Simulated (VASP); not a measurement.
# InP (F-43m) in VASP: notebook

Aim: see how the results for InP move with the level of theory and the settings. Levels: PBE exchange alone, LDA. Tasks: single point.

Everything below comes from runs of VASP 6.6.1. Logs are shortened: lines on timing, memory, paths and dates and some standing lists are left out, and cuts for length are marked.

## Step 1: The cell of the first run

The structure is cubic, space group F-43m (No. 216). Conventional cell: a = 5.900 Å, b = 5.900 Å, c = 5.900 Å, α = 90.00°, β = 90.00°, γ = 90.00°. Within 3.4 Å of In (site symmetry -43m) lie 4 P at 2.55 Å. P (site symmetry -43m) has 4 In at 2.55 Å within 3.4 Å.

## Step 2: Single point, PBE exchange alone

The input, INCAR:

```
  AGGAC = 0.0
  ALDAC = 0.0
  ALGO = Normal
  EDIFF = 1E-6
  ENCUT = 520
  GGA = PE
  ISIF = 2
  ISMEAR = -1
  LASPH = True
  LCHARG = False
  LREAL = False
  LWAVE = False
  NBANDS = 16
  NELM = 60
  PREC = Accurate
  SIGMA = 0.05
```

The input, KPOINTS:

```
k-points
0
Gamma
  8 8 8
```

The input, POSCAR:

```
InP
1.0
    0.0000000000      2.9499078504      2.9499078504
    2.9499078504      0.0000000000      2.9499078504
    2.9499078504      2.9499078504      0.0000000000
In P
1 1
Direct
    0.0000000000      0.0000000000      0.0000000000
    0.7500000000      0.7500000000      0.7500000000
```

Potentials or basis: VASP PAW PBE potentials, release 64 (In_d, P).

Launch:

```console
$ cat potpaw_PBE.64/In_d/POTCAR potpaw_PBE.64/P/POTCAR > POTCAR
$ mpirun -np 1 vasp_std > vasp.out
```

OUTCAR:

```text
EDIFF = 1E-6
   ENCUT = 520
   GGA = PE
   ISIF = 2
   ISMEAR = -1
   LASPH = True
   LREAL = False
   NELM = 60
   PREC = Accurate

 ion  position               nearest neighbor table
   1  0.000  0.000  0.000-   2 2.55   2 2.55   2 2.55   2 2.55
   2  0.750  0.750  0.750-   1 2.55   1 2.55   1 2.55   1 2.55

  LATTYP: Found a face centered cubic cell.
 ALAT       =     5.8998157008

  Lattice vectors:

 A1 = (   0.0000000000,   2.9499078504,   2.9499078504)
 A2 = (   2.9499078504,   0.0000000000,   2.9499078504)
 A3 = (   2.9499078504,   2.9499078504,   0.0000000000)

Analysis of symmetry for initial positions (statically):
=====================================================================
 Subroutine PRICEL returns:
 Original cell was already a primitive cell.

 Routine SETGRP: Setting up the symmetry group for a
 face centered cubic supercell.

 Subroutine GETGRP returns: Found 24 space group operations
 (whereof 24 operations were pure point group operations)
 out of a pool of 48 trial point group operations.

The static configuration has the point symmetry T_d .

Analysis of symmetry for dynamics (positions and initial velocities):
=====================================================================
 Subroutine PRICEL returns:
 Original cell was already a primitive cell.

 Routine SETGRP: Setting up the symmetry group for a
 face centered cubic supercell.

 Subroutine GETGRP returns: Found 24 space group operations
 (whereof 24 operations were pure point group operations)
 out of a pool of 48 trial point group operations.

The dynamic configuration has the point symmetry T_d .

 Subroutine INISYM returns: Found 24 space group operations
 (whereof 24 operations are pure point group operations),
 and found     1 'primitive' translations

----------------------------------------------------------------------------------------

                                     Primitive cell

  volume of cell :      51.3399

  direct lattice vectors                    reciprocal lattice vectors
     0.000000000  2.949907850  2.949907850    -0.169496820  0.169496820  0.169496820
     2.949907850  0.000000000  2.949907850     0.169496820 -0.169496820  0.169496820
     2.949907850  2.949907850  0.000000000     0.169496820  0.169496820 -0.169496820

  length of vectors
     4.171799690  4.171799690  4.171799690     0.293577104  0.293577104  0.293577104

  position of ions in fractional coordinates (direct lattice)
[... 77 lines left out ...]
   ENCUT  =  520.0 eV  38.22 Ry    6.18 a.u.   7.76  7.76  7.76*2*pi/ulx,y,z
   NELM   =     60;   NELMIN=  2; NELMDL= -5     # of ELM steps
   EDIFF  = 0.1E-05   stopping-criterion for ELM
   LREAL  =      F    real-space projection
   EDIFFG = 0.1E-04   stopping-criterion for IOM
   NSW    =      0    number of steps for IOM
   IBRION =     -1    ionic relax: 0-MD 1-quasi-New 2-CG
   NFREE  =      0    steps in history (QN), initial steepest desc. (CG)
   ISIF   =      2    stress and relaxation
   ISYM   =      2    0-nonsym 1-usesym 2-fastsym
   POTIM  = 0.5000    time-step for ionic-motion
   TEBEG  =    0.0;   TEEND  =   0.0 temperature during run
   PSTRESS=    0.0 pullay stress
   NELECT =      18.0000    total number of electrons
   NUPDOWN=      -1.0000    fix difference up-down
   EMIN   =  10.00;   EMAX   =-10.00  energy-range for DOS
   EFERMI =   0.00;   METHOD = LEGACY
   ISMEAR =    -1;   SIGMA  =   0.05  broadening in eV -4-tet -1-fermi 0-gaus
   EFERMI_NEDOS =   21; number of points for ismear=-14 and -15
   IALGO  =     38    algorithm
   IMIX   =      4    mixing-type and parameters
     AMIX     =   0.40;   BMIX     =  1.00
     AMIX_MAG =   1.60;   BMIX_MAG =  1.00
  volume/ion in A,a.u.               =      25.67       173.23
  Fermi-wavevector in a.u.,A,eV,Ry     =   1.154376  2.181454 18.130899  1.332584
  Thomas-Fermi vector in A             =   2.291013
   LORBIT       =      0    0 simple, 1 ext, 2 COOP (PROOUT), +10 PAW based schemes
   GGA     = PE    functional components
   LHFCALC =     F    Hartree Fock is set to
   AEXX    =    0.0000 exact exchange contribution
   IVDW    =     0    specifies the selected vdW correction
   LEPSILON=     F    determine dielectric tensor
   LRPA    =     F    only Hartree local field effects (RPA)
 non-spin polarized calculation
  energy-cutoff  :      520.00
  volume of cell :       51.34
 maximum number of plane-waves:      1411
   NGX = 15   NGY = 15   NGZ = 15

 number of electron      18.0000008 magnetization

 Free energy of the ion-electron system (eV)
  ---------------------------------------------------
  ext. energy  EPLUGINS =         0.00000000
  ---------------------------------------------------
  free energy    TOTEN  =        -5.65425284 eV

  energy without entropy =       -5.65423610  energy(sigma->0) =       -5.65424447

 E-fermi :   6.7539     XC(G=0):  -7.6157

 val. band max:        6.4352816016   @ k =   0.0000   0.0000   0.0000
 cond. band min:       7.0086685080   @ k =   0.0000   0.0000   0.0000
 fundamental gap:      0.5733869065
 Fermi energy:         6.7539047319

 k-point     1 :       0.0000    0.0000    0.0000
  band No.  band energies     occupation
      1      -7.5857      2.00000
      2      -7.5857      2.00000
      3      -7.5857      2.00000
      4      -7.4404      2.00000
      5      -7.4404      2.00000
      6      -4.9470      2.00000
[... 433 lines left out ...]
      3      -7.5202      2.00000
      4      -7.4453      2.00000
      5      -7.4279      2.00000
      6      -2.9906      2.00000
[... 8 lines left out ...]
     15      17.2127      0.00000
     16      17.7441      0.00000

 [... further k-points ...]

------------------------ aborting loop because EDIFF is reached ----------------------------------------

  FORCE on cell =-STRESS in cart. coord.  units (eV):
  Direction    XX          YY          ZZ          XY          YZ          ZX
  --------------------------------------------------------------------------------------
  -------------------------------------------------------------------------------------
  Total        3.3819961      3.3819961      3.3819961      0.0000000     -0.0000000      0.0000000
  in kB      105.5427341    105.5427341    105.5427341      0.0000000     -0.0000000      0.0000000
  external PRESSURE =     105.5427341 kB  Pullay stress =       0.0000000 kB

 VOLUME and BASIS-vectors are now :
 -----------------------------------------------------------------------------
  energy-cutoff  :      520.00
  volume of cell :       51.34
      direct lattice vectors                 reciprocal lattice vectors
     0.000000000  2.949907850  2.949907850    -0.169496820  0.169496820  0.169496820
     2.949907850  0.000000000  2.949907850     0.169496820 -0.169496820  0.169496820
     2.949907850  2.949907850  0.000000000     0.169496820  0.169496820 -0.169496820

 POSITION                                       TOTAL-FORCE (eV/Angst)
 -----------------------------------------------------------------------------------
      0.00000      0.00000      0.00000         0.000000      0.000000      0.000000
      4.42486      4.42486      4.42486        -0.000000     -0.000000     -0.000000
 -----------------------------------------------------------------------------------
    total drift:                                0.000000      0.000000      0.000000

  FREE ENERGIE OF THE ION-ELECTRON SYSTEM (eV)
  ---------------------------------------------------
  free  energy   TOTEN  =        -5.6542528391 eV

  energy  without entropy=       -5.6542360964  energy(sigma->0) =       -5.65424447
```

OSZICAR:

```text
N       E                     dE             d eps       ncg     rms          rms(c)
DAV:   1     0.117924725618E+03    0.11792E+03   -0.83702E+03   928   0.124E+03
DAV:   2     0.160721140967E+01   -0.11632E+03   -0.11110E+03  1040   0.302E+02
DAV:   3    -0.594768329570E+01   -0.75549E+01   -0.75214E+01  1168   0.758E+01
DAV:   4    -0.615041002126E+01   -0.20273E+00   -0.20266E+00  1216   0.134E+01
DAV:   5    -0.615955370642E+01   -0.91437E-02   -0.91435E-02  1360   0.243E+00    0.554E+00
DAV:   6    -0.566850592413E+01    0.49105E+00   -0.89048E-01  1488   0.165E+01    0.322E+00
DAV:   7    -0.565090007824E+01    0.17606E-01   -0.19093E-01  1272   0.356E+00    0.126E+00
DAV:   8    -0.565331634377E+01   -0.24163E-02   -0.17408E-02  1096   0.152E+00    0.446E-01
DAV:   9    -0.565416728180E+01   -0.85094E-03   -0.22008E-03  1088   0.529E-01    0.222E-01
DAV:  10    -0.565421076433E+01   -0.43483E-04   -0.22155E-04  1480   0.129E-01    0.150E-01
DAV:  11    -0.565425322277E+01   -0.42458E-04   -0.56641E-05   992   0.671E-02    0.385E-02
DAV:  12    -0.565425279820E+01    0.42457E-06   -0.12084E-05  1296   0.596E-02    0.179E-02
DAV:  13    -0.565425283908E+01   -0.40880E-07   -0.64119E-07   816   0.657E-03
   1 F= -.56542528E+01 E0= -.56542445E+01  d E =-.167427E-04
```

stdout:

```text
POSCAR found type information on POSCAR InP
 POSCAR found :  2 types and       2 ions
 scaLAPACK will be used
 LDA part: xc-table for (Slater+PW92), standard interpolation
 POSCAR, INCAR and KPOINTS ok, starting setup
 FFT: planning ... GRIDC
 FFT: planning ... GRID_SOFT
 FFT: planning ... GRID
 WAVECAR not read
 entering main loop
```

Run time: 18 s. Hardware: 1 thread of Intel Xeon 6975P-C, shared host; peak memory 0.18 GiB.

Results:

```
Free energy            : -5.6543 eV
Pressure               : 10.6 GPa
Band gap on the k mesh : 0.57 eV, direct
```

Caveat: spin-orbit coupling is left out, which moves the levels of the heavy elements.

## Step 3: Single point, PBE exchange alone

This run uses another cell than the first one, of 26.17 Å³/atom, 1.020 times its volume.

The input, INCAR:

```
PREC = Accurate
ENCUT = 520
EDIFF = 1E-6
ISMEAR = -1
SIGMA = 0.05
LREAL = F
LASPH = T
NELM = 80
ALGO = Normal
ISIF = 2
LWAVE = F
LCHARG = F
GGA = PE
ALDAC = 0.0
AGGAC = 0.0
NBANDS = 16
```

The input, KPOINTS:

```
Automatic mesh
0
Gamma
  8 8 8
```

The input, POSCAR:

```
InP
1.0
    0.0000000000      2.9690636329      2.9690636329
    2.9690636329      0.0000000000      2.9690636329
    2.9690636329      2.9690636329      0.0000000000
In P
1 1
Direct
    0.0000000000      0.0000000000      0.0000000000
    0.7500000000      0.7500000000      0.7500000000
```

Potentials or basis: VASP PAW PBE potentials, release 64 (In_d, P).

Launch:

```console
$ cat potpaw_PBE.64/In_d/POTCAR potpaw_PBE.64/P/POTCAR > POTCAR
$ mpirun -np 1 vasp_std > vasp.out
```

Run time: 15 s. Hardware: 1 thread of Intel Xeon 6975P-C, shared host; peak memory 0.18 GiB.

The run converged. Its results:

```yaml
Free_energy: -5.7160 eV
Pressure: 9.0 GPa
Band_gap_on_the_k_mesh: 0.46 eV, direct
```

Levels at points of the mesh, in eV from the valence-band top:
```tsv
k point	band 7	band 8	band 9	band 10	band 11	band 12
(0.00, 0.00, 0.00)	0.00	0.00	0.00	0.46	4.11	4.11
(0.50, 0.00, 0.00)	-5.51	-0.91	-0.91	1.42	4.84	4.84
(0.50, 0.50, 0.00)	-5.59	-2.18	-2.18	1.95	2.32	9.03
```

Caveat: spin-orbit coupling is left out, which moves the levels of the heavy elements.

## Step 4: Single point, LDA

This run uses another cell than the first one, of 26.68 Å³/atom, 1.039 times its volume.

INCAR, as its differences from that of step 3:

```diff
@@ -12,5 +12,3 @@
 LCHARG = F
-GGA = PE
-ALDAC = 0.0
-AGGAC = 0.0
+GGA = CA
 NBANDS = 16
```

The input, KPOINTS:

```
regular mesh
0
Gamma
  8 8 8
```

The input, POSCAR:

```
InP
1.0
    0.0000000000      2.9879753761      2.9879753761
    2.9879753761      0.0000000000      2.9879753761
    2.9879753761      2.9879753761      0.0000000000
In P
1 1
Direct
    0.0000000000      0.0000000000      0.0000000000
    0.7500000000      0.7500000000      0.7500000000
```

Potentials or basis: VASP PAW LDA potentials, release 64 (In_d, P).

Launch:

```console
$ cat potpaw_LDA.64/In_d/POTCAR potpaw_LDA.64/P/POTCAR > POTCAR
$ mpirun -np 1 vasp_std > vasp.out
```

Run time: 16 s. Hardware: 1 thread of Intel Xeon 6975P-C, shared host; peak memory 0.16 GiB.

It converged, with:

```yaml
Free_energy: -9.6146 eV
Pressure: -4.5 GPa
Band_gap_on_the_k_mesh: 0.19 eV, direct
```

Levels at points of the mesh, in eV from the valence-band top:
| k point | band 6 | band 7 | band 8 | band 9 | band 10 | band 11 | band 12 | band 13 |
| --- | --- | --- | --- | --- | --- | --- | --- | --- |
| (0.00, 0.00, 0.00) | -11.16 | 0.00 | 0.00 | 0.00 | 0.19 | 3.96 | 3.96 | 3.96 |
| (0.50, 0.00, 0.00) | -9.59 | -5.54 | -0.91 | -0.91 | 1.18 | 4.69 | 4.69 | 6.76 |
| (0.50, 0.50, 0.00) | -8.99 | -5.62 | -2.17 | -2.17 | 1.69 | 2.12 | 8.64 | 9.04 |

Caveat: spin-orbit coupling is left out, which moves the levels of the heavy elements.

## Step 5: The runs side by side

```tsv
level	potentials or basis	cell	gap on the mesh (eV)	pressure (GPa)
PBE exchange alone	VASP PAW PBE potentials, release 64 (In_d, P)	a = 4.172 Å, angles 60.0°, 2 atoms	0.57	10.6
PBE exchange alone	VASP PAW PBE potentials, release 64 (In_d, P)	a = 4.199 Å, angles 60.0°, 2 atoms	0.46	9.0
LDA	VASP PAW LDA potentials, release 64 (In_d, P)	a = 4.226 Å, angles 60.0°, 2 atoms	0.19	-4.5
```

Alike in all rows: task single point; no spin polarisation; k mesh 8 × 8 × 8; cutoff (eV) 520; smearing fermi-dirac 0.05 eV.

Caveats: spin-orbit coupling is left out, which moves the levels of the heavy elements.

Absolute energies hang on the potentials; compare differences alone.
